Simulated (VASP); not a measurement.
Here is a VASP 6.6.1 calculation.

INCAR

```
SYSTEM = Ga2Cl
PREC     = Accurate       ! precision mode
ENCUT    = 520            ! plane-wave cutoff, eV
EDIFF    = 1E-7           ! SCF threshold, eV
ISMEAR   = 0              ! smearing method
SIGMA    = 0.1            ! smearing width, eV
LREAL    = .FALSE.        ! projectors in reciprocal space
LASPH    = .TRUE.         ! aspherical terms in the spheres
NELM     = 80             ! most SCF steps
ALGO     = Normal         ! electronic algorithm
ISIF     = 2              ! what is computed and relaxed
LWAVE    = .FALSE.        ! write WAVECAR
LCHARG   = .FALSE.        ! write CHGCAR
GGA      = PE             ! functional
NBANDS   = 42             ! bands
```

File KPOINTS:

```
Automatic mesh
0
G
  4 4 4
  0 0 0
```

Contents of POSCAR:

```
Ga2Cl
1.0
    5.6777587648      0.0000000000      0.0000000000
    0.0000000000      5.6777587648      0.0000000000
    0.0000000000      0.0000000000      5.2861627721
Ga Cl
4 2
Direct
    0.0000000000      0.5000000000      0.0008833236
    0.0000000000      0.5000000000      0.5008833236
    0.5000000000      0.0000000000      0.4991166764
    0.5000000000      0.0000000000      0.9991166764
    0.0000000000      0.0000000000      0.0000000000
    0.5000000000      0.5000000000      0.5000000000
```

Potentials or basis: VASP PAW PBE potentials, release 64 (Ga_d, Cl).

Command:

```sh
$ cat potpaw_PBE.64/Ga_d/POTCAR potpaw_PBE.64/Cl/POTCAR > POTCAR
$ mpirun -np 1 vasp_std > vasp.out
```

**Question.** Predict the band gap on the k mesh.

**Answer.** Zero (bands 33 and 34 overlap by 2.56 eV).

**Question.** Estimate the pressure.

**Answer.** 0.2 GPa.

Stress tensor (GPa, compression positive):
```
0.23 0.00 0.00
0.00 0.23 0.00
0.00 0.00 0.09
```
